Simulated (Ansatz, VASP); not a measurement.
**Two plane-wave programs on Al2BP3**

```
CELL_PARAMETERS angstrom
2.97116 0.00000 0.00000
0.00000 2.97116 0.00000
0.00000 0.00000 9.06648
ATOMIC_POSITIONS crystal
Al 0.00000 0.00000 0.32375
Al 0.00000 0.00000 0.67625
B 0.00000 0.00000 0.00000
P 0.50000 0.50000 0.12524
P 0.50000 0.50000 0.50000
P 0.50000 0.50000 0.87476
```

Change from the starting cell: species swapped into the Mg3HgAu2 type (P4/mmm, No. 123).

Alike in both runs: functional PBE; k mesh 12 × 12 × 4; occupations gaussian, width 0.1 eV; no spin polarisation.

Ansatz relaxed the structure, and its values are those at the end. VASP's run is a single point on that final structure, the one shown.

```csv
,VASP,Ansatz
version,VASP 6.6.1,Ansatz 0.2.0
potentials or method,"VASP PAW PBE potentials, release 64 (Al, B, P), cutoff 520 eV","scalar-relativistic, plane waves, PAW"
valence electrons in the cell,24,24
```

Ansatz gave:

* gap on the k mesh at the Fermi level (eV): none
* pressure (GPa): 0.0
* rms of the force components (eV/Å): 0.001

Q: What did VASP give for the same quantities?

A: gap on the k mesh at the Fermi level (eV): none; pressure (GPa): -0.1; rms of the force components (eV/Å): 0.013.

A gap of «none» marks a metal or a gap that the smearing closes.
